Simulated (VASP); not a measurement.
Set up this calculation in VASP 6.6.1, as the native input.

| Quantity | Value |
| --- | --- |
| Task | single point |
| Functional | PBE |
| Potentials or basis | VASP PAW PBE potentials, release 64 (Zn, S) |
| Cutoff | 520 eV |
| k mesh | 12 × 12 × 6 |
| Occupations | gaussian, width 0.05 eV |
| Spin | no spin polarisation |
| Dipole correction | no |
| Further INCAR settings | ALGO = Normal; EDIFF = 1e-06; NBANDS = 26 |

The structure of ZnS lies in POSCAR:

```
ZnS
1.0
    3.9253287450      0.0000000000      0.0000000000
   -1.9626643725      3.3004217586      0.0000000000
    0.0000000000      0.0000000000      6.2340000000
Zn S
2 2
Direct
    0.3333333333      0.6666666667      0.0000000000
    0.6666666667      0.3333333333      0.5000000000
    0.3333333333      0.6666666667      0.3850000000
    0.6666666667      0.3333333333      0.8850000000
```

This cell differs from its parent crystal: strain +0.0300 x Voigt [1, 0, 0, 0, 0, 0].

The input as run:

INCAR

```
SYSTEM = ZnS
PREC = Accurate
ENCUT = 520
EDIFF = 1E-6
ISMEAR = 0
SIGMA = 0.05
LREAL = .False.
LASPH = .True.
NELM = 100
ALGO = Normal
ISIF = 2
LWAVE = .False.
LCHARG = .False.
GGA = PE
NBANDS = 26
```

KPOINTS

```
Automatic mesh
0
Gamma
  12 12 6
  0 0 0
```

Potentials or basis: VASP PAW PBE potentials, release 64 (Zn, S).

Launch:

```bash
$ cat potpaw_PBE.64/Zn/POTCAR potpaw_PBE.64/S/POTCAR > POTCAR
$ mpirun -np 1 vasp_std > vasp.out
```

Results of the run:

| Quantity | Value |
| --- | --- |
| Pressure | 0.2 GPa |
| Largest force | 0.298 eV/Å |
| Band gap on the k mesh | 2.08 eV, direct |

Caveat: the cell differs from its parent crystal (strain +0.0300 x Voigt [1, 0, 0, 0, 0, 0]).

It took 4.4 min on 1 thread of AMD EPYC 7R13 Processor (Zen 3), with other jobs on the host, peak memory 0.38 GiB.
